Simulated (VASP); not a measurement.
CuO, 4 atoms in the cell. Symmetry: P4/nmm, No. 129, tetragonal system. The conventional cell has a = 3.111 Å, b = 3.111 Å, c = 4.555 Å, α = 90.00°, β = 90.00°, γ = 90.00°. Cu (site symmetry -4m2) has 4 O at 1.97 Å and 4 Cu at 2.20 Å within 2.6 Å. O (site symmetry 4mm) has 4 Cu at 1.97 Å within 2.6 Å. 

- Program: VASP 6.6.1
- Task: single point
- Functional: r2SCAN
- Potentials or basis: VASP PAW PBE potentials, release 64 (Cu, O)
- Cutoff: 520 eV
- k mesh: 8 × 8 × 6
- Occupations: fermi-dirac, width 0.05 eV
- Spin: no spin polarisation
- Dipole correction: no
- Further INCAR settings: ALGO = Normal; EDIFF = 1e-06; NBANDS = 25

Potentials or basis: VASP PAW PBE potentials, release 64 (Cu, O).

Launch:

```console
$ cat potpaw_PBE.64/Cu/POTCAR potpaw_PBE.64/O/POTCAR > POTCAR
$ cp INCAR.step1 INCAR
$ mpirun -np 1 vasp_std > vasp.out
$ cp INCAR.step2 INCAR
$ mpirun -np 1 vasp_std > vasp.out
```

Hardware: 1 thread of Intel Xeon 8259CL, with other jobs on the host.

Problem. How long does it take, and how much memory?

Solution. It took 4.8 min on 1 thread of Intel Xeon 8259CL (shared host), peak memory 0.2 GiB. Counts: k points 60.
